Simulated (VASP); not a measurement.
Ga2O3:

```xyz
10
Lattice="2.4987 1.4426 4.4835 -2.4987 1.4426 4.4835 0.0000 -2.8852 4.4835" Properties=species:S:1:pos:R:3 pbc="T T T"
Ga    0.0000    0.0000   11.5082
Ga    0.0000    0.0000    8.6678
Ga    0.0000    0.0000    1.9425
Ga    0.0000    0.0000    4.7829
O     0.7575    1.5732    5.6044
O     0.9837   -1.4426    5.6044
O    -1.7412   -0.1306    5.6044
O    -0.7575   -1.5732    7.8462
O     1.7412    0.1306    7.8462
O    -0.9837    1.4426    7.8462
```

| Property | Result |
| --- | --- |
| Program | VASP 6.6.1 |
| Task | relaxation of cell and atoms |
| Functional | LDA |
| Potentials or basis | VASP PAW LDA potentials, release 64 (Ga_d, O) |
| Cutoff | 600 eV |
| k mesh | 5 × 5 × 5 |
| Occupations | gaussian, width 0.01 eV |
| Spin | no spin polarisation |

At the start: pressure -5.2 GPa; volume 9.70 Å³/atom.

Problem. Where does the relaxation end?

Solution. Over 29 steps the energy falls by 3.8 meV/atom and the volume is 9.47 Å³/atom (-2.3 %); space group R-3c (No. 167, to 0.05 Å).

The path:
| step | energy change (eV) | largest force (eV/Å) | pressure (GPa) | volume (Å³) |
| --- | --- | --- | --- | --- |
| 1 | 0.0000 | 0.0565 | -5.17 | 96.97 |
| 2 | -0.0011 | 0.0234 | 5.61 | 92.65 |
| 3 | -0.0375 | 0.0275 | -0.05 | 94.75 |
| 4 | -0.0375 | 0.0271 | 0.14 | 94.71 |
| 5 | -0.0378 | 0.0177 | 0.04 | 94.70 |
| 6 | -0.0378 | 0.0217 | 0.14 | 94.70 |
| 7 | -0.0379 | 0.0095 | -0.23 | 94.80 |
| 8 | -0.0379 | 0.0138 | -0.06 | 94.77 |
| 9 | -0.0379 | 0.0120 | -0.13 | 94.77 |
| 10 | -0.0379 | 0.0142 | -0.09 | 94.77 |
| 11 | -0.0379 | 0.0034 | -0.01 | 94.75 |
| 12 | -0.0379 | 0.0043 | -0.03 | 94.74 |
| 13 | -0.0379 | 0.0017 | 0.05 | 94.72 |
| 14 | -0.0379 | 0.0015 | 0.01 | 94.73 |
| 15 | -0.0379 | 0.0013 | 0.01 | 94.72 |
| 16 | -0.0379 | 0.0014 | 0.01 | 94.72 |
| 17 | -0.0379 | 0.0016 | 0.03 | 94.72 |
| 18 | -0.0379 | 0.0016 | 0.03 | 94.72 |
| 19 | -0.0379 | 0.0007 | -0.05 | 94.74 |
| 20 | -0.0379 | 0.0026 | 0.04 | 94.73 |
| 21 | -0.0379 | 0.0002 | -0.04 | 94.74 |
| 22 | -0.0379 | 0.0028 | -0.03 | 94.73 |
| 23 | -0.0379 | 0.0026 | 0.00 | 94.73 |
| 24 | -0.0379 | 0.0015 | 0.00 | 94.73 |
| 25 | -0.0379 | 0.0013 | 0.00 | 94.73 |
| 26 | -0.0379 | 0.0005 | -0.02 | 94.73 |
| 27 | -0.0379 | 0.0019 | 0.02 | 94.73 |
| 28 | -0.0379 | 0.0014 | 0.00 | 94.73 |
| 29 | -0.0379 | 0.0006 | -0.01 | 94.73 |

Final structure:
```yaml
crystal:
  lattice:
    - [2.48100, 1.43241, 4.44272]
    - [-2.48100, 1.43241, 4.44272]
    - [0.00000, -2.86481, 4.44272]
  atoms:
    - { symbol: Ga, position: [0.85573, 0.85573, 0.85573] }
    - { symbol: Ga, position: [0.64427, 0.64427, 0.64427] }
    - { symbol: Ga, position: [0.14427, 0.14427, 0.14427] }
    - { symbol: Ga, position: [0.35573, 0.35573, 0.35573] }
    - { symbol: O, position: [0.75000, 0.44747, 0.05253] }
    - { symbol: O, position: [0.44747, 0.05253, 0.75000] }
    - { symbol: O, position: [0.05253, 0.75000, 0.44747] }
    - { symbol: O, position: [0.25000, 0.55253, 0.94747] }
    - { symbol: O, position: [0.94747, 0.25000, 0.55253] }
    - { symbol: O, position: [0.55253, 0.94747, 0.25000] }
```
